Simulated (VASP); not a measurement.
# Ti5Si (R32) in VASP: single point with PBE

Aim: the single point of Ti5Si with PBE.

Everything below comes from runs of VASP 6.6.1. Logs are shortened: lines on timing, memory, paths and dates and some standing lists are left out, and cuts for length are marked.

### 1 The cell of the first run

It takes space group R32 (No. 155, trigonal). The conventional cell has a = 5.046 Å, b = 5.046 Å, c = 13.323 Å, α = 90.00°, β = 90.00°, γ = 120.00°. Ti (site symmetry 3) has 12 Ti at 2.83 to 3.66 Å and 3 Si at 2.92 Å within 3.7 Å. Within 3.5 Å of Ti (site symmetry 2) lie 10 Ti at 2.69 to 3.45 Å and 2 Si at 2.71 Å. Within 3.6 Å of Si (site symmetry 32) lie 12 Ti at 2.71 to 2.92 Å.

### 2 Single point, PBE

Input file INCAR:

```
SYSTEM = Ti5Si
PREC = Accurate
ENCUT = 520
EDIFF = 1E-6
ISMEAR = 0
SIGMA = 0.1
LREAL = .False.
LASPH = .True.
NELM = 60
ALGO = Normal
ISIF = 2
LWAVE = .False.
LCHARG = .True.
GGA = PE
LELF = .True.
LVHAR = .True.
NBANDS = 41
```

Input file KPOINTS:

```
regular mesh
0
Gamma
  1 1 1
  0 0 0
```

Input file POSCAR:

```
Ti5Si
1.0
    2.5228393509      1.4565619783      4.4409048145
   -2.5228393509      1.4565619783      4.4409048145
    0.0000000000     -2.9131239567      4.4409048145
Ti Si
5 1
Direct
    0.1514396700      0.1514396700      0.1514396700
    0.6053500000      0.3946500000      0.0000000000
    0.0000000000      0.6053500000      0.3946500000
    0.8485603300      0.8485603300      0.8485603300
    0.3946500000      0.0000000000      0.6053500000
    0.5000000000      0.5000000000      0.5000000000
```

Potentials or basis: VASP PAW PBE potentials, release 64 (Ti_sv, Si).

Started as:

```sh
$ cat potpaw_PBE.64/Ti_sv/POTCAR potpaw_PBE.64/Si/POTCAR > POTCAR
$ mpirun -np 1 vasp_gam > vasp.out
```

OUTCAR:

```text
SYSTEM = Ti5Si
   PREC = Accurate
   ENCUT = 520
   EDIFF = 1E-6
   ISMEAR = 0
   LREAL = .False.
   LASPH = .True.
   NELM = 60
   ISIF = 2
   GGA = PE

 ion  position               nearest neighbor table
   1  0.151  0.151  0.151-   3 2.83   5 2.83   2 2.83   2 2.88   5 2.88   3 2.88   6 2.92   6 2.92
                             6 2.92
   2  0.605  0.395  0.000-   5 2.69   3 2.69   5 2.69   3 2.69   6 2.71   6 2.71   4 2.83   1 2.83
                             4 2.88   1 2.88
   3  0.000  0.605  0.395-   2 2.69   2 2.69   5 2.69   5 2.69   6 2.71   6 2.71   1 2.83   4 2.83
                             4 2.88   1 2.88
   4  0.849  0.849  0.849-   5 2.83   3 2.83   2 2.83   2 2.88   3 2.88   5 2.88   6 2.92   6 2.92
                             6 2.92
   5  0.395  0.000  0.605-   2 2.69   2 2.69   3 2.69   3 2.69   6 2.71   6 2.71   4 2.83   1 2.83
                             1 2.88   4 2.88
   6  0.500  0.500  0.500-   3 2.71   5 2.71   2 2.71   2 2.71   5 2.71   3 2.71   1 2.92   4 2.92
                             4 2.92   1 2.92   1 2.92   4 2.92

  LATTYP: Found a trigonal (rhomboedric) cell.
 ALAT       =     5.3111135140
 COS(alpha) =     0.5487283809

  Lattice vectors:

 A1 = (   2.5228393509,   1.4565619783,   4.4409048145)
 A2 = (  -2.5228393509,   1.4565619783,   4.4409048145)
 A3 = (   0.0000000000,  -2.9131239567,   4.4409048145)

Analysis of symmetry for initial positions (statically):
=====================================================================
 Subroutine PRICEL returns:
 Original cell was already a primitive cell.

 Routine SETGRP: Setting up the symmetry group for a
 trigonal (rhombohedral) supercell.

 Subroutine GETGRP returns: Found  6 space group operations
 (whereof  6 operations were pure point group operations)
 out of a pool of 12 trial point group operations.

The static configuration has the point symmetry D_3 .

Analysis of symmetry for dynamics (positions and initial velocities):
=====================================================================
 Subroutine PRICEL returns:
 Original cell was already a primitive cell.

 Routine SETGRP: Setting up the symmetry group for a
 trigonal (rhombohedral) supercell.

 Subroutine GETGRP returns: Found  6 space group operations
 (whereof  6 operations were pure point group operations)
 out of a pool of 12 trial point group operations.

The dynamic configuration has the point symmetry D_3 .

 Subroutine INISYM returns: Found  6 space group operations
 (whereof  6 operations are pure point group operations),
 and found     1 'primitive' translations

----------------------------------------------------------------------------------------

                                     Primitive cell

  volume of cell :      97.9132

  direct lattice vectors                    reciprocal lattice vectors
     2.522839351  1.456561978  4.440904814     0.198189393  0.114424699  0.075059779
    -2.522839351  1.456561978  4.440904814    -0.198189393  0.114424699  0.075059779
     0.000000000 -2.913123957  4.440904814     0.000000000 -0.228849399  0.075059779

  length of vectors
     5.311113514  5.311113514  5.311113514     0.240844385  0.240844385  0.240844385

  position of ions in fractional coordinates (direct lattice)
     0.151439670  0.151439670  0.151439670
     0.605350000  0.394650000  0.000000000
     1.000000000  0.605350000  0.394650000
     0.848560330  0.848560330  0.848560330
     0.394650000  1.000000000  0.605350000
     0.500000000  0.500000000  0.500000000

  ion indices of the primitive-cell ions
   primitive index   ion index
                 1           1
                 2           2
                 3           3
                 4           4
                 5           5
                 6           6

----------------------------------------------------------------------------------------

 KPOINTS: regular mesh

Automatic generation of k-mesh.
 Grid dimensions read from file:
 generate k-points for:    1    1    1

 Generating k-lattice:

  Cartesian coordinates                     Fractional coordinates (reciprocal lattice)
     0.198189393  0.114424699  0.075059779     1.000000000 -0.000000000  0.000000000
    -0.198189393  0.114424699  0.075059779    -0.000000000  1.000000000  0.000000000
     0.000000000 -0.228849399  0.075059779     0.000000000  0.000000000  1.000000000

  Length of vectors
     0.240844385  0.240844385  0.240844385

  Shift w.r.t. Gamma in fractional coordinates (k-lattice)
     0.000000000  0.000000000  0.000000000

 Subroutine IBZKPT returns following result:
 ===========================================

 Found      1 irreducible k-points:

 Following reciprocal coordinates:
            Coordinates               Weight
  0.000000  0.000000  0.000000      1.000000
   k-points           NKPTS =      1   k-points in BZ     NKDIM =      1   number of bands    NBANDS=     41
   number of dos      NEDOS =    301   number of ions     NIONS =      6
   total plane-waves  NPLWV =  64000
   dimension x,y,z NGX =    40 NGY =   40 NGZ =   40
   dimension x,y,z NGXF=    80 NGYF=   80 NGZF=   80
   ions per type =               5   1
   NGX,Y,Z   is equivalent  to a cutoff of  12.52, 12.52, 12.52 a.u.
   NGXF,Y,Z  is equivalent  to a cutoff of  25.04, 25.04, 25.04 a.u.
 SYSTEM =  Ti5Si
   PREC   = accura    normal or accurate (medium, high low for compatibility)
   ISTART =      0    job   : 0-new  1-cont  2-samecut
   ICHARG =      2    charge: 1-file 2-atom 10-const
   ISPIN  =      1    spin polarized calculation?
   LNONCOLLINEAR =      F non collinear calculations
   LSORBIT =      F    spin-orbit coupling
   LASPH  =      T    aspherical Exc in radial PAW
   ENCUT  =  520.0 eV  38.22 Ry    6.18 a.u.   9.88  9.88  9.88*2*pi/ulx,y,z
   NELM   =     60;   NELMIN=  2; NELMDL= -5     # of ELM steps
   EDIFF  = 0.1E-05   stopping-criterion for ELM
   LREAL  =      F    real-space projection
   EDIFFG = 0.1E-04   stopping-criterion for IOM
   NSW    =      0    number of steps for IOM
   IBRION =     -1    ionic relax: 0-MD 1-quasi-New 2-CG
   NFREE  =      0    steps in history (QN), initial steepest desc. (CG)
   ISIF   =      2    stress and relaxation
   ISYM   =      2    0-nonsym 1-usesym 2-fastsym
   POTIM  = 0.5000    time-step for ionic-motion
   TEBEG  =    0.0;   TEEND  =   0.0 temperature during run
   PSTRESS=    0.0 pullay stress
   NELECT =      64.0000    total number of electrons
   NUPDOWN=      -1.0000    fix difference up-down
   EMIN   =  10.00;   EMAX   =-10.00  energy-range for DOS
   EFERMI =   0.00;   METHOD = LEGACY
   ISMEAR =     0;   SIGMA  =   0.10  broadening in eV -4-tet -1-fermi 0-gaus
   EFERMI_NEDOS =   21; number of points for ismear=-14 and -15
   IALGO  =     38    algorithm
   IMIX   =      4    mixing-type and parameters
     AMIX     =   0.40;   BMIX     =  1.00
     AMIX_MAG =   1.60;   BMIX_MAG =  1.00
  volume/ion in A,a.u.               =      16.32       110.13
  Fermi-wavevector in a.u.,A,eV,Ry     =   1.420761  2.684849 27.464205  2.018562
  Thomas-Fermi vector in A             =   2.541642
   LORBIT       =      0    0 simple, 1 ext, 2 COOP (PROOUT), +10 PAW based schemes
   GGA     = PE    functional components
   LHFCALC =     F    Hartree Fock is set to
   AEXX    =    0.0000 exact exchange contribution
   IVDW    =     0    specifies the selected vdW correction
   LEPSILON=     F    determine dielectric tensor
   LRPA    =     F    only Hartree local field effects (RPA)
 non-spin polarized calculation
 Gauss-broadening in eV      SIGMA  =   0.10
  energy-cutoff  :      520.00
  volume of cell :       97.91
 maximum number of plane-waves:      1323
 NGX is ok and might be reduce to    40
   NGX = 19   NGY = 19   NGZ = 19

 number of electron      64.0000000 magnetization

 Free energy of the ion-electron system (eV)
  ---------------------------------------------------
  ext. energy  EPLUGINS =         0.00000000
  ---------------------------------------------------
  free energy    TOTEN  =       -42.96279829 eV

  energy without entropy =      -42.84164620  energy(sigma->0) =      -42.90222225

 E-fermi :   8.6354     XC(G=0): -11.5984

 val. band max:        8.6040578013   @ k =   0.0000   0.0000   0.0000
 cond. band min:       8.7045073434   @ k =   0.0000   0.0000   0.0000
 fundamental gap:      0.1004495421
 Fermi energy:         8.6354318610

 k-point     1 :       0.0000    0.0000    0.0000
  band No.  band energies     occupation
      1     -48.0353      2.00000
      2     -47.9603      2.00000
      3     -47.8338      2.00000
      4     -47.7035      2.00000
      5     -47.7035      2.00000
      6     -24.5564      2.00000
      7     -24.4638      2.00000
      8     -24.3816      2.00000
      9     -24.3755      2.00000
     10     -24.3755      2.00000
     11     -24.3111      2.00000
     12     -24.3111      2.00000
     13     -24.1093      2.00000
     14     -24.1093      2.00000
     15     -23.9489      2.00000
     16     -23.9489      2.00000
     17     -23.8961      2.00000
     18     -23.8936      2.00000
     19     -23.6265      2.00000
     20     -23.6265      2.00000
     21       0.0776      2.00000
     22       5.1169      2.00000
     23       6.2302      2.00000
     24       6.2302      2.00000
     25       7.0836      2.00000
     26       7.2944      2.00000
     27       7.6676      2.00000
     28       7.6676      2.00000
     29       7.8430      2.00000
     30       7.8430      2.00000
     31       7.9892      2.00000
     32       8.6041      1.34274
     33       8.7045      0.32863
     34       8.7045      0.32863
     35       9.8096      0.00000
     36       9.8096      0.00000
     37      10.1151      0.00000
     38      10.2036      0.00000
     39      10.4704      0.00000
     40      10.4733      0.00000
     41      10.5473      0.00000

------------------------ aborting loop because EDIFF is reached ----------------------------------------

  FORCE on cell =-STRESS in cart. coord.  units (eV):
  Direction    XX          YY          ZZ          XY          YZ          ZX
  --------------------------------------------------------------------------------------
  -------------------------------------------------------------------------------------
  Total        1.5354870      1.5354870      0.7507800      0.0000000     -0.0000000      0.0000000
  in kB       25.1255421     25.1255421     12.2851940      0.0000000     -0.0000000      0.0000000
  external PRESSURE =      20.8454261 kB  Pullay stress =       0.0000000 kB

 VOLUME and BASIS-vectors are now :
 -----------------------------------------------------------------------------
  energy-cutoff  :      520.00
  volume of cell :       97.91
      direct lattice vectors                 reciprocal lattice vectors
     2.522839351  1.456561978  4.440904814     0.198189393  0.114424699  0.075059779
    -2.522839351  1.456561978  4.440904814    -0.198189393  0.114424699  0.075059779
     0.000000000 -2.913123957  4.440904814     0.000000000 -0.228849399  0.075059779

 POSITION                                       TOTAL-FORCE (eV/Angst)
 -----------------------------------------------------------------------------------
      0.00000     -0.00000      2.01759         0.000000      0.000000     -1.028602
      0.53156      1.45656      4.44090        -0.136920      0.000000      0.000000
     -1.52720     -0.26793      4.44090         0.068460     -0.118576      0.000000
      0.00000     -0.00000     11.30513         0.000000     -0.000000      1.028602
      0.99564     -1.18863      4.44090         0.068460      0.118576      0.000000
      0.00000     -0.00000      6.66136         0.000000      0.000000      0.000000
 -----------------------------------------------------------------------------------
    total drift:                                0.000000     -0.000000      0.000000

  FREE ENERGIE OF THE ION-ELECTRON SYSTEM (eV)
  ---------------------------------------------------
  free  energy   TOTEN  =       -42.9627982888 eV

  energy  without entropy=      -42.8416462041  energy(sigma->0) =      -42.90222225
```

It took 25 s on 1 thread of Intel Xeon Platinum 8259CL at 2.50GHz (Skylake/Cascade Lake), shared host; peak memory 0.22 GiB.

Results:

* Free energy: -42.9628 eV
* Pressure: 2.1 GPa
* Largest force: 1.029 eV/Å
* Band gap on the k mesh: 0.10 eV

Forces in eV/Å, atoms in the order of the input:
```
Ti   0.000  0.000 -1.029
Ti  -0.137  0.000  0.000
Ti   0.068 -0.119  0.000
Ti   0.000  0.000  1.029
Ti   0.068  0.119  0.000
Si   0.000  0.000  0.000
```

Levels at points of the mesh, in eV from the valence-band top:
| k point | band 28 | band 29 | band 30 | band 31 | band 32 | band 33 | band 34 | band 35 | band 36 | band 37 |
| --- | --- | --- | --- | --- | --- | --- | --- | --- | --- | --- |
| (0.00, 0.00, 0.00) | -0.94 | -0.76 | -0.76 | -0.61 | 0.00 | 0.10 | 0.10 | 1.21 | 1.21 | 1.51 |

Caveat: the k points lie up to 1.51 Å⁻¹ apart; forces of over 1 eV/Å act on the atoms, so gaps and moduli don't describe the material at rest. A k mesh can miss the band edges.
